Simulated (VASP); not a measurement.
A run of VASP 6.6.1 is set up as follows.

File POSCAR:

```
SnO
1.0
    3.8020000000      0.0000000000      0.0000000000
    0.0000000000      3.8020000000      0.0000000000
    0.0000000000      0.0000000000      4.8360000000
Sn O
2 2
Direct
    0.0000000000      0.5000000000      0.2385000000
    0.5000000000      0.0000000000      0.7615000000
    0.0000000000      0.0000000000      0.0000000000
    0.5000000000      0.5000000000      0.0000000000
```

Contents of INCAR.step1:

```
PREC = Accurate
ENCUT = 520
ISMEAR = 0
SIGMA = 0.03
LREAL = False
LASPH = True
NELM = 80
NBANDS = 28
GGA = PE
ALGO = Normal
EDIFF = 1E-4
LWAVE = True
LCHARG = False
```

Contents of INCAR.step2:

```
PREC = Accurate
ENCUT = 520
EDIFF = 1E-6
ISMEAR = 0
SIGMA = 0.03
LREAL = False
LASPH = True
NELM = 80
ALGO = Normal
ISIF = 2
LWAVE = False
LCHARG = True
METAGGA = R2SCAN
LMIXTAU = True
LELF = True
LVHAR = True
NBANDS = 28
ISTART = 1
```

The input KPOINTS:

```
Automatic mesh
0
Gamma
  10 10 8
```

Potentials or basis: VASP PAW PBE potentials, release 64 (Sn_d, O).

Run with:

```sh
$ cat potpaw_PBE.64/Sn_d/POTCAR potpaw_PBE.64/O/POTCAR > POTCAR
$ cp INCAR.step1 INCAR
$ mpirun -np 1 vasp_std > vasp.out
$ cp INCAR.step2 INCAR
$ mpirun -np 1 vasp_std > vasp.out
```

Task: Estimate the largest force.

Result: 0.018 eV/Å.

Task: What does it give for the band gap on the k mesh?

Result: 0.14 eV (least direct gap 2.29 eV).

Task: Estimate the pressure.

Result: 0.7 GPa.

Forces on the atoms (eV/Å):
```
Sn   0.000  0.000 -0.018
Sn   0.000  0.000  0.018
O    0.000  0.000  0.000
O    0.000  0.000  0.000
```

Caveat: the PAW data sets were made with another functional, which shifts forces and pressure a little; spin-orbit coupling is left out, which moves the levels of the heavy elements. A k mesh can miss the band edges.
